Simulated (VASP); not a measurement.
# NiO (Fm-3m) in VASP: notebook

NiO is run at these levels: PBEsol-based screened hybrid with 25 % exact exchange, BLYP+D4, r2SCAN+D3(BJ), PBE0; tasks: single point.

Program: VASP 6.6.1. These are calculated values, not measurements. Logs are shortened: lines on timing, memory, paths and dates and some standing lists are left out, and cuts for length are marked.

## 1. The cell of the first run

The structure is cubic, space group Fm-3m (No. 225). Conventional cell: a = 4.254 Å, b = 4.254 Å, c = 4.254 Å, α = 90.00°, β = 90.00°, γ = 90.00°. Ni (site symmetry m-3m) has 6 O at 2.13 Å within 2.8 Å. Within 2.8 Å of O (site symmetry m-3m) lie 6 Ni at 2.13 Å.

## 2. Single point, PBEsol-based screened hybrid with 25 % exact exchange, collinear spin, ferromagnetic start

Contents of POSCAR:

```
NiO
1.0
    0.0000000000      2.1268120599      2.1268120599
    2.1268120599      0.0000000000      2.1268120599
    2.1268120599      2.1268120599      0.0000000000
Ni O
1 1
Direct
    0.0000000000      0.0000000000      0.0000000000
    0.5000000000      0.5000000000      0.5000000000
```

Contents of INCAR.step1:

```
ALGO = Normal
EDIFF = 1E-5
ENCUT = 520
GGA = PE
ISIF = 2
ISMEAR = -1
ISPIN = 2
LASPH = T
LCHARG = F
LMAXMIX = 4
LORBIT = 11
LREAL = F
LWAVE = T
MAGMOM = 1 0
NBANDS = 19
NELM = 150
PREC = Accurate
SIGMA = 0.05
```

Contents of INCAR.step2:

```
AEXX = 0.25
ALGO = Normal
EDIFF = 1E-7
ENCUT = 520
GGA = PS
HFSCREEN = 0.207
ISIF = 2
ISMEAR = -1
ISPIN = 2
ISTART = 1
LASPH = T
LCHARG = F
LHFCALC = T
LMAXMIX = 4
LORBIT = 11
LREAL = F
LWAVE = F
MAGMOM = 1 0
NBANDS = 19
NELM = 150
PREC = Accurate
PRECFOCK = Normal
SIGMA = 0.05
```

Contents of KPOINTS:

```
k-points
0
Gamma
  6 6 6
```

Potentials or basis: VASP PAW PBE potentials, release 64 (Ni, O).

Run with:

```console
cat potpaw_PBE.64/Ni/POTCAR potpaw_PBE.64/O/POTCAR > POTCAR
cp INCAR.step1 INCAR
mpirun -np 1 vasp_std > vasp.out
cp INCAR.step2 INCAR
mpirun -np 1 vasp_std > vasp.out
```

OUTCAR:

```text
AEXX = 0.25
   EDIFF = 1E-7
   ENCUT = 520
   GGA = PS
   HFSCREEN = 0.207
   ISIF = 2
   ISMEAR = -1
   ISPIN = 2
   ISTART = 1
   LASPH = T
   LHFCALC = T
   LORBIT = 11
   LREAL = F
   NELM = 150
   PREC = Accurate
   PRECFOCK = Normal

 ion  position               nearest neighbor table
   1  0.000  0.000  0.000-   2 2.13   2 2.13   2 2.13   2 2.13   2 2.13   2 2.13
   2  0.500  0.500  0.500-   1 2.13   1 2.13   1 2.13   1 2.13   1 2.13   1 2.13

  LATTYP: Found a face centered cubic cell.
 ALAT       =     4.2536241198

  Lattice vectors:

 A1 = (   0.0000000000,   2.1268120599,   2.1268120599)
 A2 = (   2.1268120599,   0.0000000000,   2.1268120599)
 A3 = (   2.1268120599,   2.1268120599,   0.0000000000)

Analysis of symmetry for initial positions (statically):
=====================================================================
 Subroutine PRICEL returns:
 Original cell was already a primitive cell.

 Routine SETGRP: Setting up the symmetry group for a
 face centered cubic supercell.

 Subroutine GETGRP returns: Found 48 space group operations
 (whereof 48 operations were pure point group operations)
 out of a pool of 48 trial point group operations.

The static configuration has the point symmetry O_h .

Analysis of symmetry for dynamics (positions and initial velocities):
=====================================================================
 Subroutine PRICEL returns:
 Original cell was already a primitive cell.

 Routine SETGRP: Setting up the symmetry group for a
 face centered cubic supercell.

 Subroutine GETGRP returns: Found 48 space group operations
 (whereof 48 operations were pure point group operations)
 out of a pool of 48 trial point group operations.

The dynamic configuration has the point symmetry O_h .

Analysis of structural, dynamic, and magnetic symmetry:
=====================================================================
 Subroutine PRICEL returns:
 Original cell was already a primitive cell.

 Routine SETGRP: Setting up the symmetry group for a
 face centered cubic supercell.

 Subroutine GETGRP returns: Found 48 space group operations
 (whereof 48 operations were pure point group operations)
 out of a pool of 48 trial point group operations.

The overall configuration has the point symmetry O_h .

 Subroutine INISYM returns: Found 48 space group operations
 (whereof 48 operations are pure point group operations),
 and found     1 'primitive' translations

----------------------------------------------------------------------------------------

                                     Primitive cell

  volume of cell :      19.2405

  direct lattice vectors                    reciprocal lattice vectors
     0.000000000  2.126812060  2.126812060    -0.235093645  0.235093645  0.235093645
     2.126812060  0.000000000  2.126812060     0.235093645 -0.235093645  0.235093645
     2.126812060  2.126812060  0.000000000     0.235093645  0.235093645 -0.235093645

  length of vectors
     3.007766460  3.007766460  3.007766460     0.407194138  0.407194138  0.407194138

  position of ions in fractional coordinates (direct lattice)
     0.000000000  0.000000000  0.000000000
     0.500000000  0.500000000  0.500000000

  ion indices of the primitive-cell ions
   primitive index   ion index
                 1           1
                 2           2

----------------------------------------------------------------------------------------

 KPOINTS: k-points

Automatic generation of k-mesh.
 Grid dimensions read from file:
 generate k-points for:    6    6    6

 Generating k-lattice:

  Cartesian coordinates                     Fractional coordinates (reciprocal lattice)
    -0.039182274  0.039182274  0.039182274     0.166666667  0.000000000  0.000000000
     0.039182274 -0.039182274  0.039182274     0.000000000  0.166666667  0.000000000
     0.039182274  0.039182274 -0.039182274     0.000000000  0.000000000  0.166666667

  Length of vectors
     0.067865690  0.067865690  0.067865690

  Shift w.r.t. Gamma in fractional coordinates (k-lattice)
     0.000000000  0.000000000  0.000000000

 Subroutine IBZKPT returns following result:
 ===========================================

 Found     16 irreducible k-points:

 Following reciprocal coordinates:
            Coordinates               Weight
  0.000000  0.000000  0.000000      1.000000
  0.166667  0.000000  0.000000      8.000000
  0.333333  0.000000  0.000000      8.000000
  0.500000  0.000000  0.000000      4.000000
  0.166667  0.166667  0.000000      6.000000
  0.333333  0.166667  0.000000     24.000000
[... 8 lines left out ...]
 -0.333333  0.333333  0.166667     24.000000
 -0.333333  0.500000  0.166667     12.000000
   k-points           NKPTS =     16   k-points in BZ     NKDIM =    216   number of bands    NBANDS=     19
   number of dos      NEDOS =    301   number of ions     NIONS =      2
   total plane-waves  NPLWV =  13824
   dimension x,y,z NGX =    24 NGY =   24 NGZ =   24
   dimension x,y,z NGXF=    48 NGYF=   48 NGZF=   48
   ions per type =               1   1
   NGX,Y,Z   is equivalent  to a cutoff of  13.27, 13.27, 13.27 a.u.
   NGXF,Y,Z  is equivalent  to a cutoff of  26.53, 26.53, 26.53 a.u.
 SYSTEM =  unknown system
   PREC   = accura    normal or accurate (medium, high low for compatibility)
   ISTART =      1    job   : 0-new  1-cont  2-samecut
   ICHARG =      0    charge: 1-file 2-atom 10-const
   ISPIN  =      2    spin polarized calculation?
   LNONCOLLINEAR =      F non collinear calculations
   LSORBIT =      F    spin-orbit coupling
   LASPH  =      T    aspherical Exc in radial PAW
   ENCUT  =  520.0 eV  38.22 Ry    6.18 a.u.   5.59  5.59  5.59*2*pi/ulx,y,z
   NELM   =    150;   NELMIN=  2; NELMDL=  0     # of ELM steps
   EDIFF  = 0.1E-06   stopping-criterion for ELM
   LREAL  =      F    real-space projection
   EDIFFG = 0.1E-05   stopping-criterion for IOM
   NSW    =      0    number of steps for IOM
   IBRION =     -1    ionic relax: 0-MD 1-quasi-New 2-CG
   NFREE  =      0    steps in history (QN), initial steepest desc. (CG)
   ISIF   =      2    stress and relaxation
   ISYM   =      3    0-nonsym 1-usesym 2-fastsym
   POTIM  = 0.5000    time-step for ionic-motion
   TEBEG  =    0.0;   TEEND  =   0.0 temperature during run
   PSTRESS=    0.0 pullay stress
   NELECT =      16.0000    total number of electrons
   NUPDOWN=      -1.0000    fix difference up-down
   EMIN   =  10.00;   EMAX   =-10.00  energy-range for DOS
   EFERMI =   0.00;   METHOD = LEGACY
   ISMEAR =    -1;   SIGMA  =   0.05  broadening in eV -4-tet -1-fermi 0-gaus
   EFERMI_NEDOS =   21; number of points for ismear=-14 and -15
   IALGO  =     38    algorithm
   IMIX   =      1    mixing-type and parameters
     AMIX     =   0.40;   BMIX     =  1.00
     AMIX_MAG =   1.60;   BMIX_MAG =  1.00
  volume/ion in A,a.u.               =       9.62        64.92
  Fermi-wavevector in a.u.,A,eV,Ry     =   1.539486  2.909206 32.246036  2.370017
  Thomas-Fermi vector in A             =   2.645707
   LORBIT       =     11    0 simple, 1 ext, 2 COOP (PROOUT), +10 PAW based schemes
   GGA     = PS    functional components
   LHFCALC =     T    Hartree Fock is set to
   PRECFOCK=normal    Normal, Fast or Accurate (Low or Medium for compatibility)
   ENCUT4O =  -1.0   cutoff for four orbital integrals eV
   NKREDX  =     1    reduce k-point grid by
   NKREDY  =     1    reduce k-point grid by
   NKREDZ  =     1    reduce k-point grid by
   AEXX    =    0.2500 exact exchange contribution
   HFSCREEN=    0.2070 screening length (either q_TF or 0.3 A-1)
   HFSCREENC=   0.2070 screening length for correlation (either q_TF or 0.3 A-1)
   ENCUTFOCK=  -1.0 apply spherical cutoff to Coloumb kernel
   IVDW    =     0    specifies the selected vdW correction
   LEPSILON=     F    determine dielectric tensor
   LRPA    =     F    only Hartree local field effects (RPA)
 spin polarized calculation
  energy-cutoff  :      520.00
  volume of cell :       19.24
 maximum number of plane-waves:       531
 NGX is ok and might be reduce to    24
  NGX = 18; NGY = 18; NGZ = 18

 number of electron      16.0000014 magnetization       1.9994926

 Free energy of the ion-electron system (eV)
  ---------------------------------------------------
  ext. energy  EPLUGINS =         0.00000000
  ---------------------------------------------------
  free energy    TOTEN  =       -16.80517974 eV

  energy without entropy =      -16.80517974  energy(sigma->0) =      -16.80517974

 E-fermi :   6.5523     XC(G=0): -10.2623

 val. band max:        5.4445898122   @ k =   0.5000   0.0000   0.0000
 cond. band min:       8.3559466964   @ k =   0.0000   0.0000   0.0000
 fundamental gap:      2.9113568842
 Fermi energy:         6.5522803227

 spin component 1

 k-point     1 :       0.0000    0.0000    0.0000
  band No.  band energies     occupation
      1     -15.2588      1.00000
      2       0.5674      1.00000
      3       0.5674      1.00000
      4       1.4651      1.00000
      5       1.4652      1.00000
      6       1.4652      1.00000
[... 11 lines left out ...]
     18      33.0441      0.00000
     19      33.0442      0.00000
[... 312 lines left out ...]
      2      -0.5925      1.00000
      3      -0.5684      1.00000
      4       0.0797      1.00000
      5       1.2538      1.00000
      6       2.2899      1.00000
[... 11 lines left out ...]
     18      40.1744      0.00000
     19      42.4869      0.00000
 Fermi energy:         6.5522803227

 spin component 2

 k-point     1 :       0.0000    0.0000    0.0000
  band No.  band energies     occupation
      1     -14.7153      1.00000
      2       2.7088      1.00000
      3       2.7089      1.00000
      4       2.7092      1.00000
      5       4.1349      1.00000
      6       4.1349      1.00000
[... 11 lines left out ...]
     18      34.2709      0.00000
     19      34.2710      0.00000
[... 313 lines left out ...]
      3       0.8450      1.00000
      4       1.6616      1.00000
      5       3.4886      1.00000
      6       3.6467      1.00000
[... 11 lines left out ...]
     18      40.2259      0.00000
     19      42.8435      0.00000

------------------------ aborting loop because EDIFF is reached ----------------------------------------

  FORCE on cell =-STRESS in cart. coord.  units (eV):
  Direction    XX          YY          ZZ          XY          YZ          ZX
  --------------------------------------------------------------------------------------
  -------------------------------------------------------------------------------------
  Total       -1.7452512     -1.7452512     -1.7452512     -0.0000000      0.0000000     -0.0000000
  in kB     -145.3286310   -145.3286310   -145.3286310     -0.0000000      0.0000000     -0.0000000
  external PRESSURE =    -145.3286310 kB  Pullay stress =       0.0000000 kB

 VOLUME and BASIS-vectors are now :
 -----------------------------------------------------------------------------
  energy-cutoff  :      520.00
  volume of cell :       19.24
      direct lattice vectors                 reciprocal lattice vectors
     0.000000000  2.126812060  2.126812060    -0.235093645  0.235093645  0.235093645
     2.126812060  0.000000000  2.126812060     0.235093645 -0.235093645  0.235093645
     2.126812060  2.126812060  0.000000000     0.235093645  0.235093645 -0.235093645

 POSITION                                       TOTAL-FORCE (eV/Angst)
 -----------------------------------------------------------------------------------
      0.00000      0.00000      0.00000         0.000000     -0.000000     -0.000000
      2.12681      2.12681      2.12681        -0.000000      0.000000      0.000000
 -----------------------------------------------------------------------------------
    total drift:                               -0.000004     -0.000005     -0.000005

  FREE ENERGIE OF THE ION-ELECTRON SYSTEM (eV)
  ---------------------------------------------------
  free  energy   TOTEN  =       -16.8051797408 eV

  energy  without entropy=      -16.8051797407  energy(sigma->0) =      -16.80517974

 total charge

# of ion       s       p       d       tot
------------------------------------------
    1        0.316   0.387   8.111   8.814
    2        1.546   3.467   0.000   5.012
--------------------------------------------------
tot          1.862   3.854   8.111  13.827

 magnetization (x)

# of ion       s       p       d       tot
------------------------------------------
    1        0.005   0.006   1.728   1.738
    2        0.026   0.207   0.000   0.233
--------------------------------------------------
tot          0.031   0.213   1.728   1.971
```

It took 65 min on 1 thread of Intel Xeon Platinum 8259CL at 2.50GHz (Skylake/Cascade Lake), shared host; peak memory 0.26 GiB.

What came out:

```yaml
Free_energy: -16.8052 eV
Pressure: -14.5 GPa
Band_gap_on_the_k_mesh: 2.91 eV (least direct gap 3.81 eV)
Net_moment: 2.00 μB per cell
Site_moments: Ni +1.74; O +0.23 μB
Valence_electrons_inside_the_program's_atomic_spheres: Ni 8.81; O 5.01
```

Levels at points of the mesh, in eV from the valence-band top:
Spin up:
```tsv
k point	band 6	band 7	band 8	band 9	band 10	band 11	band 12	band 13
(0.00, 0.00, 0.00)	-3.98	-2.08	-2.08	-2.08	3.30	19.79	20.67	20.67
(0.50, 0.00, 0.00)	-3.46	-2.55	0.00	0.00	7.49	12.23	15.90	15.90
(0.50, 0.50, 0.00)	-3.48	-3.48	-3.16	-3.16	7.94	12.90	13.75	18.73
```
Spin down:
```csv
k point,band 5,band 6,band 7,band 8,band 9,band 10
"(0.00, 0.00, 0.00)",-1.31,-1.31,-1.31,2.91,2.91,3.75
"(0.50, 0.00, 0.00)",-1.60,-1.60,-1.30,5.70,5.70,7.69
"(0.50, 0.50, 0.00)",-2.82,-1.80,-1.80,3.43,3.98,8.49
```

Caveat: the k points lie up to 0.43 Å⁻¹ apart; the PAW data sets were made with another functional, which shifts forces and pressure a little; a cell with one magnetic atom can't hold antiferromagnetic order, which such compounds often take.

## 3. Single point, BLYP+D4, collinear spin, ferromagnetic start

This run uses another cell than the first one, of 8.89 Å³/atom.

Contents of INCAR:

```
SYSTEM = NiO
PREC     = Accurate       ! precision mode
ENCUT    = 700            ! plane-wave cutoff, eV
EDIFF    = 1E-6           ! SCF threshold, eV
ISMEAR   = -1             ! smearing method
SIGMA    = 0.05           ! smearing width, eV
LREAL    = .FALSE.        ! projectors in reciprocal space
LASPH    = .TRUE.         ! aspherical terms in the spheres
NELM     = 200            ! most SCF steps
ALGO     = Normal         ! electronic algorithm
ISIF     = 2              ! what is computed and relaxed
LWAVE    = .FALSE.        ! write WAVECAR
LCHARG   = .FALSE.        ! write CHGCAR
ISPIN    = 2              ! spin polarisation
MAGMOM   = 1 0            ! initial moments
LORBIT   = 11             ! projections on sites
LMAXMIX  = 4              ! l up to which the mixer works
GGA      = B5             ! functional
ALDAX    = 1.0          
AGGAX    = 1.0          
AGGAC    = 1.0          
ALDAC    = 0.0          
IVDW     = 13             ! dispersion correction
VDW_S6   = 1.0          
VDW_S8   = 2.34076671   
VDW_A1   = 0.44488865   
VDW_A2   = 4.0933009    
NBANDS   = 23             ! bands
GGA_COMPAT= .FALSE.
```

Contents of KPOINTS:

```
regular mesh
0
G
  11 11 11
  0 0 0
```

Contents of POSCAR:

```
NiO
1.0
    0.0000000000      2.0719018797      2.0719018797
    2.0719018797      0.0000000000      2.0719018797
    2.0719018797      2.0719018797      0.0000000000
Ni O
1 1
Direct
    0.0000000000      0.0000000000      0.0000000000
    0.5000000000      0.5000000000      0.5000000000
```

Potentials or basis: VASP PAW PBE potentials, release 64 (Ni_sv_GW, O).

Run with:

```console
cat potpaw_PBE.64/Ni_sv_GW/POTCAR potpaw_PBE.64/O/POTCAR > POTCAR
mpirun -np 1 vasp_std > vasp.out
```

Run time: 2 min. Hardware: 1 thread of Intel Xeon Platinum 8259CL at 2.50GHz (Skylake/Cascade Lake), shared host; peak memory 0.22 GiB.

It converged, with:

```
Free energy                                           : -12.7394 eV
Pressure                                              : 7.7 GPa
Net moment                                            : 1.59 μB per cell
Site moments                                          : Ni +1.32; O +0.24 μB
Valence electrons inside the program's atomic spheres : Ni 16.21; O 5.00
Dispersion energy per atom                            : -0.605 eV
```

Levels at points of the mesh, in eV from the Fermi level:
Spin up:
| k point | band 9 | band 10 | band 11 | band 12 | band 13 | band 14 | band 15 | band 16 | band 17 | band 18 |
| --- | --- | --- | --- | --- | --- | --- | --- | --- | --- | --- |
| (0.00, 0.00, 0.00) | -3.04 | -3.04 | -2.71 | -2.71 | -2.71 | 1.83 | 18.47 | 19.26 | 19.26 | 19.26 |
Spin down:
| k point | band 8 | band 9 | band 10 | band 11 | band 12 | band 13 | band 14 | band 15 |
| --- | --- | --- | --- | --- | --- | --- | --- | --- |
| (0.00, 0.00, 0.00) | -2.77 | -2.00 | -2.00 | -2.00 | -0.74 | -0.74 | 2.15 | 18.44 |

Caveat: the cell stands under pressure; the PAW data sets were made with another functional, which shifts forces and pressure a little; a cell with one magnetic atom can't hold antiferromagnetic order, which such compounds often take; semilocal functionals often make such compounds metallic where correlation or magnetic order opens a gap, which also shifts bond lengths. With open d or f shells a metallic result of BLYP can be an artefact of self-interaction; +U or a hybrid may open a gap.

## 4. Single point, r2SCAN+D3(BJ), collinear spin, ferromagnetic start

This run uses another cell than the first one, of 9.08 Å³/atom.

Contents of POSCAR:

```
NiO
1.0
    0.0000000000      2.0859016414      2.0859016414
    2.0859016414      0.0000000000      2.0859016414
    2.0859016414      2.0859016414      0.0000000000
Ni O
1 1
Direct
    0.0000000000      0.0000000000      0.0000000000
    0.5000000000      0.5000000000      0.5000000000
```

Contents of INCAR.step1:

```
PREC = Accurate ; ENCUT = 770
ISMEAR = -1 ; SIGMA = 0.05
LREAL = F ; LASPH = T
NELM = 200 ; ISPIN = 2
MAGMOM = 1 0 ; LMAXMIX = 4
NBANDS = 23 ; GGA = PE
ALGO = Normal ; EDIFF = 1E-5
LWAVE = T ; LCHARG = F
GGA_COMPAT = F
```

Contents of INCAR.step2:

```
PREC = Accurate ; ENCUT = 770
EDIFF = 1E-6 ; ISMEAR = -1
SIGMA = 0.05 ; LREAL = F
LASPH = T ; NELM = 200
ALGO = Normal ; ISIF = 2
LWAVE = F ; LCHARG = F
ISPIN = 2 ; MAGMOM = 1 0
LORBIT = 11 ; LMAXMIX = 4
METAGGA = R2SCAN ; LMIXTAU = T
IVDW = 12 ; VDW_S6 = 1.0
VDW_S8 = 0.78981345 ; VDW_A1 = 0.49484001
VDW_A2 = 5.73083694 ; NBANDS = 23
ISTART = 1 ; GGA_COMPAT = F
```

Contents of KPOINTS:

```
Automatic mesh
0
Gamma
  11 11 11
```

Run with:

```console
cat potpaw_PBE.64/Ni_sv_GW/POTCAR potpaw_PBE.64/O/POTCAR > POTCAR
cp INCAR.step1 INCAR
mpirun -np 1 vasp_std > vasp.out
cp INCAR.step2 INCAR
mpirun -np 1 vasp_std > vasp.out
```

Wall time 3.3 min (1 thread of Intel Xeon 6975P-C (Granite Rapids), shared host); peak memory 0.25 GiB.

The run converged. Its results:

* Free energy: -21.3689 eV
* Pressure: 0.6 GPa
* Band gap on the k mesh: 0.84 eV (least direct gap 1.81 eV)
* Net moment: 2.00 μB per cell
* Site moments: Ni +1.70; O +0.27 μB
* Valence electrons inside the program's atomic spheres: Ni 16.11; O 5.05
* Dispersion energy per atom: -0.126 eV

Levels at points of the mesh, in eV from the valence-band top:
Spin up:
```csv
k point,band 11,band 12,band 13,band 14,band 15,band 16
"(0.00, 0.00, 0.00)",-2.82,-2.82,-2.82,2.19,18.76,19.67
```
Spin down:
| k point | band 9 | band 10 | band 11 | band 12 | band 13 | band 14 |
| --- | --- | --- | --- | --- | --- | --- |
| (0.00, 0.00, 0.00) | -2.17 | -2.17 | -2.17 | 0.84 | 0.85 | 2.77 |

Caveat: the PAW data sets were made with another functional, which shifts forces and pressure a little; an odd mesh through Γ misses points on the zone boundary, where band edges can lie; a cell with one magnetic atom can't hold antiferromagnetic order, which such compounds often take.

(Part 1 of 2 ends here.)

The gap in the log of VASP goes by the Fermi energy; the results here count the filled bands.